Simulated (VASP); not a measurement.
# BaHf3H2 (I4/mmm) in VASP: further runs, part 2 of 2

VASP 6.6.1. Earlier steps stand in the parts before.

## 4. Relaxation of cell and atoms, PBE

Input file INCAR:

```
SYSTEM = BaHf3H2
PREC     = Accurate       ! precision mode
ENCUT    = 600            ! plane-wave cutoff, eV
EDIFF    = 1E-6           ! SCF threshold, eV
ISMEAR   = 0              ! smearing method
SIGMA    = 0.1            ! smearing width, eV
LREAL    = .FALSE.        ! projectors in reciprocal space
LASPH    = .TRUE.         ! aspherical terms in the spheres
NELM     = 100            ! most SCF steps
ALGO     = Fast           ! electronic algorithm
ISIF     = 3              ! what is computed and relaxed
LWAVE    = .FALSE.        ! write WAVECAR
LCHARG   = .FALSE.        ! write CHGCAR
GGA      = PE             ! functional
IBRION   = 2              ! ionic algorithm
NSW      = 90             ! ionic steps
EDIFFG   = -0.04          ! ionic threshold
```

Input file KPOINTS:

```
Automatic mesh
0
G
  6 6 6
  0 0 0
```

Input file POSCAR:

```
BaHf3H2
1.0
   -2.4634366822      2.4634366822      4.4376806149
    2.4634366822     -2.4634366822      4.4376806149
    2.4634366822      2.4634366822     -4.4376806149
Ba Hf H
1 3 2
Direct
    0.0000000000      0.0000000000      0.0000000000
    0.7500000000      0.2500000000      0.5000000000
    0.2500000000      0.7500000000      0.5000000000
    0.5000000000      0.5000000000      0.0000000000
    0.5000000000      0.0000000000      0.5000000000
    0.0000000000      0.5000000000      0.5000000000
```

Potentials or basis: VASP PAW PBE potentials, release 64 (Ba_sv, Hf_pv, H).

Launch:

```console
> cat potpaw_PBE.64/Ba_sv/POTCAR potpaw_PBE.64/Hf_pv/POTCAR potpaw_PBE.64/H/POTCAR > POTCAR
> mpirun -np 1 vasp_std > vasp.out
```

OUTCAR:

```text
SYSTEM = BaHf3H2
   PREC = Accurate
   ENCUT = 600
   EDIFF = 1E-6
   ISMEAR = 0
   LREAL = .FALSE.
   LASPH = .TRUE.
   NELM = 100
   ISIF = 3
   GGA = PE
   IBRION = 2
   NSW = 90
   EDIFFG = -0.04

 ion  position               nearest neighbor table
   1  0.000  0.000  0.000-   5 2.46   6 2.46   6 2.46   5 2.46   2 3.32   3 3.32   2 3.32   3 3.32
                             2 3.32   2 3.32   3 3.32   3 3.32   4 3.48   4 3.48   4 3.48   4 3.48
   2  0.750  0.250  0.500-   5 2.22   6 2.22   1 3.32   4 3.32   1 3.32   4 3.32   4 3.32   1 3.32
                             4 3.32   1 3.32   3 3.48   3 3.48   3 3.48   3 3.48
   3  0.250  0.750  0.500-   5 2.22   6 2.22   1 3.32   4 3.32   1 3.32   4 3.32   1 3.32   4 3.32
                             1 3.32   4 3.32   2 3.48   2 3.48   2 3.48   2 3.48
   4  0.500  0.500  0.000-   2 3.32   3 3.32   2 3.32   3 3.32   3 3.32   2 3.32   3 3.32   2 3.32
                             1 3.48   1 3.48   1 3.48   1 3.48
   5  0.500  0.000  0.500-   2 2.22   3 2.22   1 2.46   1 2.46
   6  0.000  0.500  0.500-   2 2.22   3 2.22   1 2.46   1 2.46

  LATTYP: Found a body centered tetragonal cell.
 ALAT       =     4.9268733644
 C/A-ratio  =     1.8014185820

  Lattice vectors:

 A1 = (  -2.4634366822,   2.4634366822,   4.4376806149)
 A2 = (   2.4634366822,  -2.4634366822,   4.4376806149)
 A3 = (   2.4634366822,   2.4634366822,  -4.4376806149)

Analysis of symmetry for initial positions (statically):
=====================================================================
 Subroutine PRICEL returns:
 Original cell was already a primitive cell.

 Routine SETGRP: Setting up the symmetry group for a
 body centered tetragonal supercell.

 Subroutine GETGRP returns: Found 16 space group operations
 (whereof 16 operations were pure point group operations)
 out of a pool of 16 trial point group operations.
[... 198 lines left out ...]
     -0.00000      2.46344      2.21884         0.000000      0.000000      0.000000
      2.46344     -0.00000      2.21884         0.000000     -0.000000     -0.000000
      0.00000      0.00000      4.43768        -0.000000     -0.000000      0.000000
      0.00000      2.46344      0.00000        -0.000000     -0.000000      0.000000
      2.46344      0.00000      0.00000        -0.000000     -0.000000      0.000000
 -----------------------------------------------------------------------------------
    total drift:                                0.000000     -0.000000      0.000000

  FREE ENERGIE OF THE ION-ELECTRON SYSTEM (eV)
  ---------------------------------------------------
  free  energy   TOTEN  =       -36.7406518198 eV

  energy  without entropy=      -36.7159502271  energy(sigma->0) =      -36.72830102

--------------------------------------- Ionic step        2  -------------------------------------------

 number of electron      42.0000001 magnetization

 Free energy of the ion-electron system (eV)
  ---------------------------------------------------
  ext. energy  EPLUGINS =         0.00000000
  ---------------------------------------------------
  free energy    TOTEN  =       -36.74167428 eV

  energy without entropy =      -36.71662121  energy(sigma->0) =      -36.72914774

 E-fermi :   4.4674     XC(G=0): -10.7249

 val. band max:        4.4360674611   @ k =  -0.3333  -0.3333   0.1667
 cond. band min:       4.4799748341   @ k =  -0.3333   0.5000   0.1667
 fundamental gap:      0.0439073730
 Fermi energy:         4.4673593620

 k-point     1 :       0.0000    0.0000    0.0000
  band No.  band energies     occupation
      1     -26.8277      2.00000
      2     -26.7728      2.00000
      3     -26.6895      2.00000
      4     -26.6895      2.00000
      5     -26.6560      2.00000
      6     -26.6560      2.00000
[... 661 lines left out ...]
     24       5.8311      0.00000
     25       5.9584      0.00000

 [... further k-points ...]
[... 5 lines left out ...]
  --------------------------------------------------------------------------------------
  -------------------------------------------------------------------------------------
  Total       -0.1216595     -0.1216595     -0.0922275      0.0000000     -0.0000000      0.0000000
  in kB       -1.7947833     -1.7947833     -1.3605883      0.0000000     -0.0000000      0.0000000
  external PRESSURE =      -1.6500516 kB  Pullay stress =       0.0000000 kB

 VOLUME and BASIS-vectors are now :
 -----------------------------------------------------------------------------
  energy-cutoff  :      600.00
  volume of cell :      108.60
      direct lattice vectors                 reciprocal lattice vectors
    -2.469512353  2.469512353  4.452071198     0.000000000  0.202469123  0.112307279
     2.469512353 -2.469512353  4.452071198     0.202469123  0.000000000  0.112307279
     2.469512353  2.469512353 -4.452071198     0.202469123  0.202469123  0.000000000

 POSITION                                       TOTAL-FORCE (eV/Angst)
 -----------------------------------------------------------------------------------
      2.46951      2.46951      4.45207         0.000000     -0.000000      0.000000
      0.00000      2.46951      2.22604        -0.000000      0.000000     -0.000000
      2.46951      0.00000      2.22604        -0.000000      0.000000      0.000000
      2.46951      2.46951      0.00000         0.000000     -0.000000      0.000000
      2.46951      0.00000      4.45207         0.000000     -0.000000      0.000000
      0.00000      2.46951      4.45207         0.000000     -0.000000      0.000000
 -----------------------------------------------------------------------------------
    total drift:                               -0.000000     -0.000000      0.000000

  FREE ENERGIE OF THE ION-ELECTRON SYSTEM (eV)
  ---------------------------------------------------
  free  energy   TOTEN  =       -36.7416742835 eV

  energy  without entropy=      -36.7166212051  energy(sigma->0) =      -36.72914774

 reached required accuracy - stopping structural energy minimisation
```

Run time: 9.9 min. Hardware: 1 thread of Oxide Virtual Turin-like, shared host; peak memory 0.36 GiB.

Results:

| Quantity | Value |
| --- | --- |
| Free energy | -36.7417 eV |
| Relaxed volume | 18.10 Å³/atom |
| Relaxed cell | a = 5.658 Å, b = 5.658 Å, c = 5.658 Å, α = 128.25°, β = 128.25°, γ = 76.22° |
| Space group after relaxing (to 0.1 Å) | I4/mmm (No. 139) |
| Energy gained by relaxing | 0.2 meV/atom |
| Ionic steps | 2 |
| Pressure after relaxing | -0.2 GPa |
| Band gap on the k mesh | zero (bands 21 and 22 overlap by 0.91 eV) |

Step by step:
| step | energy change (eV) | largest force (eV/Å) | pressure (GPa) | volume (Å³) |
| --- | --- | --- | --- | --- |
| 1 | 0.0000 | 0.0000 | 0.50 | 107.72 |
| 2 | -0.0010 | 0.0000 | -0.17 | 108.60 |

Final structure:
```
CELL_PARAMETERS angstrom
-2.46951 2.46951 4.45207
2.46951 -2.46951 4.45207
2.46951 2.46951 -4.45207
ATOMIC_POSITIONS crystal
Ba 0.00000 0.00000 0.00000
Hf 0.75000 0.25000 0.50000
Hf 0.25000 0.75000 0.50000
Hf 0.50000 0.50000 0.00000
H 0.50000 0.00000 0.50000
H 0.00000 0.50000 0.50000
```

Levels at points of the mesh, in eV from the Fermi level:
| k point | band 19 | band 20 | band 21 | band 22 | band 23 | band 24 |
| --- | --- | --- | --- | --- | --- | --- |
| (0.00, 0.00, 0.00) | -0.56 | -0.56 | 0.10 | 0.10 | 0.93 | 1.06 |
| (0.50, 0.00, 0.00) | -0.82 | -0.80 | -0.39 | -0.24 | 0.21 | 0.31 |
| (0.50, 0.50, 0.00) | -1.29 | -0.30 | -0.05 | -0.04 | 0.12 | 0.81 |
| (0.50, 0.50, 0.50) | -1.67 | -0.65 | -0.36 | 0.82 | 1.22 | 1.22 |

Caveat: spin-orbit coupling is left out, which moves the levels of the heavy elements.

## 5. Single point, PBE

Input file INCAR:

```
SYSTEM = BaHf3H2
PREC     = Accurate       ! precision mode
ENCUT    = 520            ! plane-wave cutoff, eV
EDIFF    = 1E-6           ! SCF threshold, eV
ISMEAR   = 0              ! smearing method
SIGMA    = 0.1            ! smearing width, eV
LREAL    = .False.        ! projectors in reciprocal space
LASPH    = .True.         ! aspherical terms in the spheres
NELM     = 80             ! most SCF steps
ALGO     = Fast           ! electronic algorithm
ISIF     = 2              ! what is computed and relaxed
LWAVE    = .False.        ! write WAVECAR
LCHARG   = .False.        ! write CHGCAR
GGA      = PE             ! functional
NBANDS   = 30             ! bands
```

Input file KPOINTS:

```
regular mesh
0
Gamma
  12 12 12
  0 0 0
```

Edit POSCAR of step 4 so:

```diff
@@ -2,5 +2,5 @@
 1.0
-   -2.4634366822      2.4634366822      4.4376806149
-    2.4634366822     -2.4634366822      4.4376806149
-    2.4634366822      2.4634366822     -4.4376806149
+   -2.4600432373      2.4600432373      4.4429910804
+    2.4600432373     -2.4600432373      4.4429910804
+    2.4600432373      2.4600432373     -4.4429910804
 Ba Hf H
```

Launch:

```console
> cat potpaw_PBE.64/Ba_sv/POTCAR potpaw_PBE.64/Hf_pv/POTCAR potpaw_PBE.64/H/POTCAR > POTCAR
> mpirun -np 1 vasp_std > vasp.out
```

Wall time 31 min (1 thread of Oxide Virtual Turin-like, shared host); peak memory 0.58 GiB.

It converged, with:

* Free energy: -36.7390 eV
* Pressure: 0.5 GPa
* Band gap on the k mesh: zero (bands 21 and 22 overlap by 1.27 eV)

Stress tensor (GPa, compression positive):
```
0.60 0.00 0.00
0.00 0.60 0.00
0.00 0.00 0.43
```

Levels at points of the mesh, in eV from the Fermi level:
```tsv
k point	band 18	band 19	band 20	band 21	band 22	band 23	band 24	band 25
(0.00, 0.00, 0.00)	-0.84	-0.56	-0.56	0.11	0.11	0.93	1.06	1.06
(0.50, 0.00, 0.00)	-1.08	-0.83	-0.81	-0.41	-0.25	0.21	0.33	0.40
(0.50, 0.50, 0.00)	-1.41	-1.28	-0.31	-0.06	-0.05	0.10	0.82	0.85
(0.50, 0.50, 0.50)	-1.70	-1.70	-0.67	-0.38	0.81	1.24	1.24	2.51
```

Caveat: spin-orbit coupling is left out, which moves the levels of the heavy elements.

## 6. Summary

```csv
task,cell,k mesh,cutoff (eV),gap on the mesh (eV),pressure (GPa),relaxed volume (Å³/atom)
single point,"a = 5.642 Å, angles 128.2, 128.2, 76.3°, 6 atoms",6 × 6 × 6,520,none,0.5,-
relaxation of cell and atoms,"relaxed from a = 5.491 Å, angles 114.0, 114.0, 100.7°, 6 atoms",4 × 4 × 4,600,none,0.0,18.09
relaxation of cell and atoms,"relaxed from a = 5.642 Å, angles 128.2, 128.2, 76.3°, 6 atoms",6 × 6 × 6,600,none,-0.2,18.10
single point,"a = 5.643 Å, angles 128.3, 128.3, 76.1°, 6 atoms",12 × 12 × 12,520,none,0.5,-
```

Alike in all rows: level PBE; potentials or basis VASP PAW PBE potentials, release 64 (Ba_sv, Hf_pv, H); no spin polarisation; smearing gaussian 0.1 eV.

Caveats: spin-orbit coupling is left out, which moves the levels of the heavy elements.

Total energies depend on the potentials used, so only differences within one code and one set of settings carry meaning.

The gap in the log of VASP goes by the Fermi energy; the results here count the filled bands.